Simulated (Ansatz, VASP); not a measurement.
# GaN in VASP and in Ansatz

```
Ga N
1.0
     0.05916    2.10104    2.10104
     2.10104    0.05916    2.10104
     2.10104    2.10104    0.05916
Ga N
1 1
Direct
  0.00000 0.00000 0.00000
  0.50000 0.50000 0.50000
```

Change from the starting cell: epitaxial_111 strain -3.2%.

Alike in both runs: task single point; functional r2SCAN; k mesh 10 × 10 × 10; no spin polarisation.

|  | VASP | Ansatz |
| --- | --- | --- |
| version | VASP 6.6.1 | Ansatz 0.2.0 |
| potentials or method | VASP PAW PBE potentials, release 64 (Ga_d, N) | plane waves, PAW |
| plane-wave cutoff (eV) | 520 | 500 |
| occupations | gaussian, width 0.01 eV | fixed |
| valence electrons in the cell | 18 | 18 |

```csv
,VASP,Ansatz,Ansatz less VASP
gap on the k mesh at the Fermi level (eV),1.37,1.40,+0.027
pressure (GPa),16.3,14.9,-1.48
"traceless stress, the component that is largest in VASP (GPa)",-7.39,-7.46,-0.073
```

VASP's potentials were made for PBE, not for r2SCAN.
